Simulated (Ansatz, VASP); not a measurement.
## One calculation of GaP, two programs

File INCAR:

```
SYSTEM = GaP
ALGO     = Normal         ! electronic algorithm
EDIFF    = 1E-6           ! SCF threshold, eV
ENCUT    = 520            ! plane-wave cutoff, eV
GGA      = PE             ! functional
ISIF     = 2              ! what is computed and relaxed
ISMEAR   = 0              ! smearing method
LASPH    = .True.         ! aspherical terms in the spheres
LCHARG   = .False.        ! write CHGCAR
LREAL    = .False.        ! projectors in reciprocal space
LWAVE    = .False.        ! write WAVECAR
NBANDS   = 26             ! bands
NELM     = 80             ! most SCF steps
PREC     = Accurate       ! precision mode
SIGMA    = 0.05           ! smearing width, eV
```

The input KPOINTS:

```
k-points
0
Gamma
  9 9 9
  0 0 0
```

File POSCAR:

```
GaP
1.0
    1.9430151755      1.1218003346      6.4308101003
   -1.9430151755      1.1218003346      6.4308101003
    0.0000000000     -2.2436006692      6.4308101003
Ga P
2 2
Direct
    0.4353720000      0.4353720000      0.4353720000
    0.5646280000      0.5646280000      0.5646280000
    0.0573890000      0.0573890000      0.0573890000
    0.9426110000      0.9426110000      0.9426110000
```

Input for Ansatz:

```yaml
crystal:
  lattice:
    - [1.9430151755, 1.1218003346, 6.4308101003]
    - [-1.9430151755, 1.1218003346, 6.4308101003]
    - [0.0, -2.2436006692, 6.4308101003]
  atoms:
    - { symbol: Ga, position: [0.435372, 0.435372, 0.435372] }
    - { symbol: Ga, position: [0.564628, 0.564628, 0.564628] }
    - { symbol: P, position: [0.057389, 0.057389, 0.057389] }
    - { symbol: P, position: [0.942611, 0.942611, 0.942611] }
basis:
  ecutwfc: 420
kpoints:
  mp_grid: { grid: [9, 9, 9] }
hamiltonian:
  xc: pbe
scf:
  occupations: { method: gaussian, width: 0.05 }
output:
  forces: true
  stress: true
  eigenvalues: true
```

Alike in both runs: task single point; functional PBE; k mesh 9 × 9 × 9; occupations gaussian, width 0.05 eV; no spin polarisation.

|  | VASP | Ansatz |
| --- | --- | --- |
| version | VASP 6.6.1 | Ansatz 0.2.0 |
| potentials or method | VASP PAW PBE potentials, release 64 (Ga_d, P), cutoff 520 eV | scalar-relativistic, plane waves, PAW |
| valence electrons in the cell | 36 | 36 |

|  | VASP | Ansatz | Ansatz less VASP |
| --- | --- | --- | --- |
| gap on the k mesh at the Fermi level (eV) | 0.95 | 0.94 | -0.005 |
| least direct gap on the mesh (eV) | 1.12 | 1.13 | +0.007 |
| pressure (GPa) | 0.0 | 0.0 | +0.03 |
| traceless stress, the component that is largest in VASP (GPa) | 0.07 | 0.14 | +0.071 |
| rms of the force components (eV/Å) | 0.023 | 0.031 | +0.0079 |

Atom by atom the forces differ by 0.016 eV/Å (rms over components).
